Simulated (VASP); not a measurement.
Input of a VASP 6.6.1 run:

INCAR

```
PREC = Accurate
ENCUT = 600
EDIFF = 1E-6
ISMEAR = 0
SIGMA = 0.1
LREAL = False
LASPH = True
NELM = 100
ALGO = Normal
ISIF = 3
LWAVE = False
LCHARG = False
GGA = PE
IBRION = 2
NSW = 90
EDIFFG = -0.04
```

File KPOINTS:

```
Automatic mesh
0
Gamma
  6 6 4
```

Contents of POSCAR:

```
SiB4C
1.0
    2.9870943600      0.0000000000      0.0000000000
   -1.4935471800      2.5868996000      0.0000000000
    0.0000000000      0.0000000000      6.4957308600
Si B C
1 4 1
Direct
    0.0000000000      0.0000000000      0.5000000000
    0.3333333300      0.6666666700      0.7377485600
    0.3333333300      0.6666666700      0.2622514400
    0.6666666700      0.3333333300      0.7377485600
    0.6666666700      0.3333333300      0.2622514400
    0.0000000000      0.0000000000      0.0000000000
```

Potentials or basis: VASP PAW PBE potentials, release 64 (Si, B, C).

Run with:

```sh
$ cat potpaw_PBE.64/Si/POTCAR potpaw_PBE.64/B/POTCAR potpaw_PBE.64/C/POTCAR > POTCAR
$ mpirun -np 1 vasp_std > vasp.out
```

**Question.** Estimate the relaxed volume.

**Answer.** 7.89 Å³/atom.

**Question.** What does it give for the band gap on the k mesh?

**Answer.** Zero (bands 10 and 11 overlap by 3.80 eV).

**Question.** What does it give for the space group after relaxing (to 0.1 Å)?

**Answer.** P6/mmm (No. 191).

Final structure:
```cif
data_structure
_symmetry_space_group_name_H-M 'P 1'
_symmetry_Int_Tables_number 1
_cell_length_a 2.9549
_cell_length_b 2.9549
_cell_length_c 6.2589
_cell_angle_alpha 90.000
_cell_angle_beta 90.000
_cell_angle_gamma 120.000
_cell_volume 47.33
loop_
_atom_site_label
_atom_site_type_symbol
_atom_site_fract_x
_atom_site_fract_y
_atom_site_fract_z
_atom_site_occupancy
Si1 Si 0.00000 0.00000 0.50000 1
B1 B 0.33333 0.66667 0.75746 1
B2 B 0.33333 0.66667 0.24254 1
B3 B 0.66667 0.33333 0.75746 1
B4 B 0.66667 0.33333 0.24254 1
C1 C 0.00000 0.00000 0.00000 1
```

Caveat: the k points lie up to 0.41 Å⁻¹ apart in the final cell, too coarse for converged energies and pressures of a metal.
